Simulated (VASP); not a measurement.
# HfC: single point with PBE

Crystal: HfC.

```
Hf C
1.0
     0.90910    2.85718    2.85718
     2.85718    0.90910    2.85718
     2.85718    2.85718    0.90910
Hf C
1 1
Direct
  0.50000 0.50000 0.50000
  0.00000 0.00000 0.00000
```

This cell differs from its parent crystal: ratio of the length along [111] to the lengths across it x 1.7, volume and fractional coordinates fixed.

```yaml
Program: VASP 6.6.1
Task: single point
Functional: PBE
Potentials_or_basis: VASP PAW PBE potentials, release 64 (Hf_pv, C)
Cutoff: 520 eV
k_mesh: 20 × 20 × 20
Occupations: gaussian, width 0.15 eV
Spin: no spin polarisation
```

| Item | Value |
| --- | --- |
| Pressure | 8.3 GPa |
| Band gap on the k mesh | zero (band 7 reaches 8.09 eV, above the bottom of band 8 at 5.55 eV) |

Stress tensor (GPa, compression positive):
```
  8.34 -27.07 -27.07
-27.07   8.34 -27.07
-27.07 -27.07   8.34
```

Levels at points of the mesh, in eV from the Fermi level:
```tsv
k point	band 3	band 4	band 5	band 6	band 7	band 8	band 9	band 10	band 11	band 12
(0.00, 0.00, 0.00)	-29.38	-12.99	-3.95	-2.19	1.65	1.65	2.76	2.76	5.95	5.95
(0.50, 0.00, 0.00)	-29.87	-8.57	-6.14	-5.29	-1.40	-0.31	6.35	8.03	8.04	9.23
(0.50, 0.50, 0.00)	-29.87	-10.00	-3.88	-3.49	-1.17	1.30	1.91	4.55	5.32	9.36
(0.50, 0.50, 0.50)	-29.38	-11.19	-7.37	-0.60	0.46	0.46	3.74	3.74	7.70	7.70
```

It took 2.8 min on 1 thread of Intel(R) Xeon(R) Platinum 8488C (Sapphire Rapids), with other jobs on the host, peak memory 0.41 GiB.

Caveat: spin-orbit coupling is left out, which moves the levels of the heavy elements.
